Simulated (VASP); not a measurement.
Input of a VASP 6.6.1 run:

INCAR

```
SYSTEM = Sr
PREC = Accurate
ENCUT = 500
EDIFF = 1E-6
ISMEAR = 0
SIGMA = 0.1
LREAL = .FALSE.
LASPH = .TRUE.
NELM = 120
ALGO = Normal
ISIF = 2
LWAVE = .FALSE.
LCHARG = .FALSE.
GGA = CA
NBANDS = 17
GGA_COMPAT = .FALSE.
```

Contents of KPOINTS:

```
Automatic mesh
0
G
  3 3 2
  0 0 0
```

Contents of POSCAR:

```
Sr
1.0
    4.2115100395      0.0000000000      0.0000000000
   -2.1057550198      3.6472746825      0.0000000000
    0.0000000000      0.0000000000      6.8888965797
Sr
2
Direct
    0.3333333333      0.6666666667      0.2500000000
    0.6666666667      0.3333333333      0.7500000000
```

Potentials or basis: VASP PAW LDA potentials, release 64 (Sr_sv).

The run is started by

```bash
$ cat potpaw_LDA.64/Sr_sv/POTCAR > POTCAR
$ mpirun -np 1 vasp_std > vasp.out
```

Q: Estimate the pressure.

A: -1.0 GPa.

Q: Estimate the band gap on the k mesh.

A: Zero (bands 10 and 11 overlap by 0.20 eV).

Stress tensor (GPa, compression positive):
```
-1.03  0.00  0.00
 0.00 -1.03  0.00
 0.00  0.00 -0.89
```

Caveat: the k points lie up to 0.57 Å⁻¹ apart.
